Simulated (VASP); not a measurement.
## Cs: single point with PBEsol

The system is Cs.

```xyz
3
Lattice="8.5930 0.0000 0.0000 -4.2965 7.4417 0.0000 0.0000 0.0000 5.1148" Properties=species:S:1:pos:R:3 pbc="T T T"
Cs    0.0000    0.0000    0.0000
Cs    0.0000    4.9611    2.5574
Cs    4.2965    2.4806    2.5574
```

This isn't the form of Cs at room conditions, which is bcc.

| Property | Result |
| --- | --- |
| Program | VASP 6.6.1 |
| Task | single point |
| Functional | PBEsol |
| Potentials or basis | VASP PAW PBE potentials, release 64 (Cs_sv) |
| Cutoff | 520 eV |
| k mesh | 5 × 5 × 7 |
| Occupations | fermi-dirac, width 0.1 eV |
| Spin | no spin polarisation |
| Dipole correction | no |
| Further INCAR settings | ALGO = Normal; EDIFF = 1e-07; NBANDS = 20 |

The pressure is 0.0 GPa and the band gap on the k mesh is zero (an odd number of electrons rules out a gap without spin polarisation).

Levels at points of the mesh, in eV from the Fermi level:
| k point | band 11 | band 12 | band 13 | band 14 | band 15 | band 16 |
| --- | --- | --- | --- | --- | --- | --- |
| (0.00, 0.00, 0.00) | -10.51 | -10.47 | -1.73 | 0.68 | 0.90 | 0.90 |

Run time: 52 s on 1 thread of AMD EPYC 9R45 96-Core Processor (Zen 5) (shared host), peak memory 0.41 GiB.

Caveat: the PAW data sets were made with another functional, which shifts forces and pressure a little; spin-orbit coupling is left out, which moves the levels of the heavy elements.
